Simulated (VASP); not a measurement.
The system is Sr2NbH4.

```
Sr Nb H
1.0
    -3.16065    3.16065    2.58239
     3.16065   -3.16065    2.58239
     3.16065    3.16065   -2.58239
Sr Nb H
2 1 4
Direct
  0.75000 0.25000 0.50000
  0.25000 0.75000 0.50000
  0.00000 0.00000 0.00000
  0.30300 0.30300 0.60600
  0.30300 0.69700 0.00000
  0.69700 0.69700 0.39400
  0.69700 0.30300 0.00000
```

```yaml
Program: VASP 6.6.1
Task: relaxation of cell and atoms
Functional: PBE
Potentials_or_basis: VASP PAW PBE potentials, release 64 (Sr_sv, Nb_sv, H)
Cutoff: 600 eV
k_mesh: 4 × 4 × 4
Occupations: gaussian, width 0.1 eV
Spin: no spin polarisation
```

At the start: pressure 1.4 GPa; volume 14.74 Å³/atom.

Question: Where does the relaxation end?

Answer: Over 14 steps the energy falls by 845.1 meV/atom and the volume is 17.71 Å³/atom (+20.1 %); space group I4/mmm (No. 139, to 0.05 Å).

The path:
```csv
step,energy change (eV),largest force (eV/Å),pressure (GPa),volume (Å³)
1,0.0000,0.8857,1.36,103.19
2,-1.9649,1.2603,0.92,104.30
3,-4.6440,1.3096,4.75,100.89
4,-4.5349,0.4793,10.22,96.57
5,-4.7232,0.9031,7.69,98.44
6,-5.3061,0.7441,-0.29,116.07
7,-5.3171,0.7244,-1.06,118.65
8,-5.6205,0.3959,-0.13,119.41
9,-5.8429,0.1958,1.51,120.24
10,-5.8490,0.3425,1.91,120.37
11,-5.8650,0.1908,-1.90,129.32
12,-5.9133,0.0361,-0.29,125.14
13,-5.9133,0.0418,-0.24,125.05
14,-5.9155,0.0238,-0.02,123.96
```

Final structure:
```
Sr Nb H
1.0
    -2.88673    2.88673    3.71897
     2.88673   -2.88673    3.71897
     2.88673    2.88673   -3.71897
Sr Nb H
2 1 4
Direct
  0.75000 0.25000 0.50000
  0.25000 0.75000 0.50000
  0.00000 0.00000 0.00000
  0.23727 0.23727 0.47453
  0.23727 0.76273 0.00000
  0.76273 0.76273 0.52547
  0.76273 0.23727 0.00000
```

Caveat: the k points lie up to 0.38 Å⁻¹ apart in the final cell; the volume moved by over 15 % at a fixed basis, so the end points are rough.
